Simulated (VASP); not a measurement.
# NaH4 (Amm2) in VASP: notebook, part 2 of 2

VASP 6.6.1.

### Step 3. Relaxation of cell and atoms, PBE

Input file INCAR:

```
ALGO = Normal
EDIFF = 1E-6
EDIFFG = -0.04
ENCUT = 600
GGA = PE
IBRION = 2
ISIF = 3
ISMEAR = 0
LASPH = True
LCHARG = False
LREAL = False
LWAVE = False
NELM = 100
NSW = 90
PREC = Accurate
SIGMA = 0.1
```

Input file KPOINTS:

```
k-points
0
Gamma
  6 4 4
```

Input file POSCAR:

```
NaH4
1.0
    2.8759885700      0.0000000000      0.0000000000
    0.0000000000      3.2370329200      2.7855292800
    0.0000000000     -3.2370329200      2.7855292800
Na H
1 4
Direct
    0.5000000000      0.6739683500      0.6739683500
    0.5000000000      0.3488087100      0.1591128700
    0.5000000000      0.1591128700      0.3488087100
    0.0000000000      0.1377748900      0.6015676400
    0.0000000000      0.6015676400      0.1377748900
```

Potentials or basis: VASP PAW PBE potentials, release 64 (Na_pv, H).

Run with:

```sh
$ cat potpaw_PBE.64/Na_pv/POTCAR potpaw_PBE.64/H/POTCAR > POTCAR
$ mpirun -np 1 vasp_std > vasp.out
```

OUTCAR:

```text
EDIFF = 1E-6
   EDIFFG = -0.04
   ENCUT = 600
   GGA = PE
   IBRION = 2
   ISIF = 3
   ISMEAR = 0
   LASPH = True
   LREAL = False
   NELM = 100
   NSW = 90
   PREC = Accurate

 ion  position               nearest neighbor table
   1  0.500  0.674  0.674-
   2  0.500  0.349  0.159-
   3  0.500  0.159  0.349-
   4  0.000  0.138  0.602-
   5  0.000  0.602  0.138-

  LATTYP: Found a base centered orthorhombic cell.
 ALAT       =     5.5710585600
 B/A-ratio  =     1.1620889944
 C/A-ratio  =     0.5162373612

  Lattice vectors:

 A1 = (   0.0000000000,   3.2370329200,   2.7855292800)
 A2 = (   0.0000000000,  -3.2370329200,   2.7855292800)
 A3 = (   2.8759885700,   0.0000000000,   0.0000000000)

Analysis of symmetry for initial positions (statically):
=====================================================================
 Subroutine PRICEL returns:
 Original cell was already a primitive cell.

 Routine SETGRP: Setting up the symmetry group for a
 base centered orthorhombic supercell.

 Subroutine GETGRP returns: Found  4 space group operations
 (whereof  4 operations were pure point group operations)
 out of a pool of  8 trial point group operations.

The static configuration has the point symmetry C_2v.

Analysis of symmetry for dynamics (positions and initial velocities):
=====================================================================
 Subroutine PRICEL returns:
 Original cell was already a primitive cell.

 Routine SETGRP: Setting up the symmetry group for a
 base centered orthorhombic supercell.

 Subroutine GETGRP returns: Found  4 space group operations
 (whereof  4 operations were pure point group operations)
 out of a pool of  8 trial point group operations.

The dynamic configuration has the point symmetry C_2v.

 Subroutine INISYM returns: Found  4 space group operations
 (whereof  4 operations are pure point group operations),
 and found     1 'primitive' translations

----------------------------------------------------------------------------------------

                                     Primitive cell

  volume of cell :      51.8647

  direct lattice vectors                    reciprocal lattice vectors
     2.875988570  0.000000000  0.000000000     0.347706528  0.000000000  0.000000000
     0.000000000  3.237032920  2.785529280     0.000000000  0.154462439  0.179499100
     0.000000000 -3.237032920  2.785529280     0.000000000 -0.154462439  0.179499100

  length of vectors
     2.875988570  4.270545105  4.270545105     0.347706528  0.236809147  0.236809147

  position of ions in fractional coordinates (direct lattice)
     0.500000000  0.673968350  0.673968350
     0.500000000  0.348808710  0.159112870
     0.500000000  0.159112870  0.348808710
     0.000000000  0.137774890  0.601567640
     0.000000000  0.601567640  0.137774890

  ion indices of the primitive-cell ions
   primitive index   ion index
                 1           1
                 2           2
                 3           3
                 4           4
                 5           5

----------------------------------------------------------------------------------------
[... 71 lines left out ...]
   LREAL  =      F    real-space projection
   EDIFFG = -.4E-01   stopping-criterion for IOM
   NSW    =     90    number of steps for IOM
   IBRION =      2    ionic relax: 0-MD 1-quasi-New 2-CG
   NFREE  =      1    steps in history (QN), initial steepest desc. (CG)
   ISIF   =      3    stress and relaxation
   ISYM   =      2    0-nonsym 1-usesym 2-fastsym
   POTIM  = 0.5000    time-step for ionic-motion
   TEBEG  =    0.0;   TEEND  =   0.0 temperature during run
   PSTRESS=    0.0 pullay stress
   NELECT =      11.0000    total number of electrons
   NUPDOWN=      -1.0000    fix difference up-down
   EMIN   =  10.00;   EMAX   =-10.00  energy-range for DOS
   EFERMI =   0.00;   METHOD = LEGACY
   ISMEAR =     0;   SIGMA  =   0.10  broadening in eV -4-tet -1-fermi 0-gaus
   EFERMI_NEDOS =   21; number of points for ismear=-14 and -15
   IALGO  =     38    algorithm
   IMIX   =      4    mixing-type and parameters
     AMIX     =   0.40;   BMIX     =  1.00
     AMIX_MAG =   1.60;   BMIX_MAG =  1.00
  volume/ion in A,a.u.               =      10.37        70.00
  Fermi-wavevector in a.u.,A,eV,Ry     =   0.976296  1.844933 12.968459  0.953155
  Thomas-Fermi vector in A             =   2.106904
   LORBIT       =      0    0 simple, 1 ext, 2 COOP (PROOUT), +10 PAW based schemes
   GGA     = PE    functional components
   LHFCALC =     F    Hartree Fock is set to
   AEXX    =    0.0000 exact exchange contribution
   IVDW    =     0    specifies the selected vdW correction
   LEPSILON=     F    determine dielectric tensor
   LRPA    =     F    only Hartree local field effects (RPA)
 conjugate gradient relaxation of ions
 non-spin polarized calculation
 Gauss-broadening in eV      SIGMA  =   0.10
  energy-cutoff  :      600.00
  volume of cell :       51.86
 maximum number of plane-waves:      1748
 NGX is ok and might be reduce to    24
   NGX = 11   NGY = 17   NGZ = 17

--------------------------------------- Ionic step        1  -------------------------------------------

 number of electron      11.0000006 magnetization

 Free energy of the ion-electron system (eV)
  ---------------------------------------------------
  ext. energy  EPLUGINS =         0.00000000
  ---------------------------------------------------
  free energy    TOTEN  =       -11.30323407 eV

  energy without entropy =      -11.29233351  energy(sigma->0) =      -11.29778379

------------------------ aborting loop because EDIFF is reached ----------------------------------------

  FORCE on cell =-STRESS in cart. coord.  units (eV):
  Direction    XX          YY          ZZ          XY          YZ          ZX
  --------------------------------------------------------------------------------------
  -------------------------------------------------------------------------------------
  Total       -0.2964426     -4.7514895     -1.5857527      0.0000000      0.0000000      0.0000000
  in kB       -9.1575493   -146.7805003    -48.9862337      0.0000000      0.0000000      0.0000000
  external PRESSURE =     -68.3080944 kB  Pullay stress =       0.0000000 kB
[... 98 lines left out ...]
  FREE ENERGIE OF THE ION-ELECTRON SYSTEM (eV)
  ---------------------------------------------------
  free  energy   TOTEN  =        -6.0169852890 eV

  energy  without entropy=       -6.0108808772  energy(sigma->0) =       -6.01393308

[... ionic steps 4 to 48 ...]

--------------------------------------- Ionic step       49  -------------------------------------------

 number of electron      10.9999999 magnetization

------------------------ aborting loop because EDIFF is reached ----------------------------------------
[... 73 lines left out ...]
--------------------------------------- Ionic step       51  -------------------------------------------

 number of electron      10.9999998 magnetization

 Free energy of the ion-electron system (eV)
  ---------------------------------------------------
  ext. energy  EPLUGINS =         0.00000000
  ---------------------------------------------------
  free energy    TOTEN  =       -12.88537468 eV

  energy without entropy =      -12.87593415  energy(sigma->0) =      -12.88065441

 E-fermi :  -0.6861     XC(G=0):  -7.7201

 val. band max:       -0.7020473619   @ k =   0.3333   0.5000   0.2500
 cond. band min:      -0.6716701278   @ k =   0.1667   0.2500   0.0000
 fundamental gap:      0.0303772341
 Fermi energy:        -0.6860998150

 k-point     1 :       0.0000    0.0000    0.0000
  band No.  band energies     occupation
      1     -24.2286      2.00000
      2     -24.1719      2.00000
      3     -24.1609      2.00000
      4      -9.0081      2.00000
      5      -3.3281      2.00000
      6       0.5800      0.00000
      7       5.1793      0.00000
      8       7.2518      0.00000
      9       9.2813      0.00000
[... 265 lines left out ...]
 k-point    24 :       0.5000   -0.2500    0.2500
  band No.  band energies     occupation
      1     -24.2295      2.00000
      2     -24.2230      2.00000
      3     -24.1697      2.00000
      4      -7.7491      2.00000
      5      -3.8653      2.00000
      6       1.0574      0.00000
      7       2.6673      0.00000
      8       4.8987      0.00000
      9       8.0992      0.00000

 [... further k-points ...]

------------------------ aborting loop because EDIFF is reached ----------------------------------------

  FORCE on cell =-STRESS in cart. coord.  units (eV):
  Direction    XX          YY          ZZ          XY          YZ          ZX
  --------------------------------------------------------------------------------------
  -------------------------------------------------------------------------------------
  Total       -0.0569602      0.0056324     -0.1153981      0.0000000      0.0000000      0.0000000
  in kB       -1.9120766      0.1890722     -3.8737620      0.0000000      0.0000000      0.0000000
  external PRESSURE =      -1.8655888 kB  Pullay stress =       0.0000000 kB
[... 20 lines left out ...]
  FREE ENERGIE OF THE ION-ELECTRON SYSTEM (eV)
  ---------------------------------------------------
  free  energy   TOTEN  =       -12.8853746755 eV

  energy  without entropy=      -12.8759341483  energy(sigma->0) =      -12.88065441

 reached required accuracy - stopping structural energy minimisation
```

OSZICAR:

```text
N       E                     dE             d eps       ncg     rms          rms(c)
DAV:   1     0.315089126293E+02    0.31509E+02   -0.61295E+03   504   0.122E+03
DAV:   2    -0.945065453069E+01   -0.40960E+02   -0.39831E+02   577   0.189E+02
DAV:   3    -0.115208430860E+02   -0.20702E+01   -0.20442E+01   650   0.496E+01
[... 406 lines left out ...]
DAV:   2    -0.128855477249E+02    0.33711E-03   -0.16010E-03   539   0.603E-01    0.102E-01
DAV:   3    -0.128853797072E+02    0.16802E-03   -0.39444E-04   572   0.317E-01    0.805E-03
DAV:   4    -0.128853758102E+02    0.38969E-05   -0.27200E-05   543   0.871E-02    0.470E-03
DAV:   5    -0.128853747230E+02    0.10872E-05   -0.12153E-06   335   0.210E-02    0.135E-03
DAV:   6    -0.128853746755E+02    0.47536E-07   -0.26304E-07   257   0.689E-03
  51 F= -.12885375E+02 E0= -.12880654E+02  d E =-.354213E-03
```

It took 8.4 min on 1 thread of Intel Xeon 8259CL, shared host; peak memory 0.18 GiB.

What came out:

```
Free energy                           : -12.8854 eV
Relaxed volume                        : 9.55 Å³/atom
Relaxed cell                          : a = 3.274 Å, b = 4.053 Å, c = 4.053 Å, α = 117.42°, β = 90.00°, γ = 90.00°
Space group after relaxing (to 0.1 Å) : Amm2 (No. 38)
Pressure after relaxing               : -0.2 GPa
Largest force after relaxing          : 0.040 eV/Å
Band gap on the k mesh                : zero (an odd number of electrons rules out a gap without spin polarisation)
```

Forces on the atoms (eV/Å):
```
Na   0.000  0.000 -0.035
H    0.000 -0.033 -0.003
H    0.000  0.033 -0.003
H    0.000  0.034  0.021
H    0.000 -0.034  0.021
```

Stress tensor (GPa, compression positive):
```
-0.19  0.00  0.00
 0.00  0.02  0.00
 0.00  0.00 -0.39
```

Final structure:
```
Na H
1.0
     3.27398    0.00000    0.00000
     0.00000    3.46318    2.10472
     0.00000   -3.46318    2.10472
Na H
1 4
Direct
  0.50000 0.71556 0.71556
  0.50000 0.27259 0.16318
  0.50000 0.16318 0.27259
  0.00000 0.12310 0.64680
  0.00000 0.64680 0.12310
```

Caveat: the k points lie up to 0.44 Å⁻¹ apart in the final cell, too coarse for converged energies and pressures of a metal.

The gap in the log of VASP goes by the Fermi energy; the results here count the filled bands.